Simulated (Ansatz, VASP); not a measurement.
## One calculation of NaCl, two programs

Contents of INCAR:

```
PREC     = Accurate       # precision mode
ENCUT    = 520            # plane-wave cutoff, eV
EDIFF    = 1E-7           # SCF threshold, eV
ISMEAR   = 0              # smearing method
SIGMA    = 0.01           # smearing width, eV
LREAL    = F              # projectors in reciprocal space
LASPH    = T              # aspherical terms in the spheres
NELM     = 100            # most SCF steps
ALGO     = Normal         # electronic algorithm
ISIF     = 2              # what is computed and relaxed
LWAVE    = F              # write WAVECAR
LCHARG   = F              # write CHGCAR
GGA      = PE             # functional
NBANDS   = 14             # bands
```

Contents of KPOINTS:

```
regular mesh
0
Gamma
  6 6 6
```

Contents of POSCAR:

```
NaCl
1.0
    0.0000000000      2.8757769714      2.8757769714
    2.8757769714      0.0000000000      2.8757769714
    2.8757769714      2.8757769714      0.0000000000
Na Cl
1 1
Direct
    0.0000000000      0.0000000000      0.0000000000
    0.5000000000      0.5000000000      0.5000000000
```

Input for Ansatz:

```yaml
crystal:
  lattice:
    - [0.0, 2.8757769714, 2.8757769714]
    - [2.8757769714, 0.0, 2.8757769714]
    - [2.8757769714, 2.8757769714, 0.0]
  atoms:
    - { symbol: Na, position: [0.0, 0.0, 0.0] }
    - { symbol: Cl, position: [0.5, 0.5, 0.5] }
kpoints:
  mp_grid: { grid: [6, 6, 6] }
hamiltonian:
  xc: pbe
scf:
  occupations: { method: fixed }
  n_extra_bands: 4
output:
  forces: true
  stress: true
  eigenvalues: true
```

Alike in both runs: task single point; functional PBE; k mesh 6 × 6 × 6; no spin polarisation.

|  | VASP | Ansatz |
| --- | --- | --- |
| version | VASP 6.6.1 | Ansatz 0.2.0 |
| potentials or method | VASP PAW PBE potentials, release 64 (Na_pv, Cl) | plane waves, PAW |
| plane-wave cutoff (eV) | 520 | 420 |
| occupations | gaussian, width 0.01 eV | fixed |
| valence electrons in the cell | 14 | 16 |

|  | VASP | Ansatz | Ansatz less VASP |
| --- | --- | --- | --- |
| gap on the k mesh at the Fermi level (eV) | 4.89 | 4.89 | 0.000 |
| pressure (GPa) | -0.7 | -0.6 | +0.03 |

VASP's potentials hold 14 valence electrons a cell and Ansatz's 16, so a difference there can come from the potentials and not from the codes.
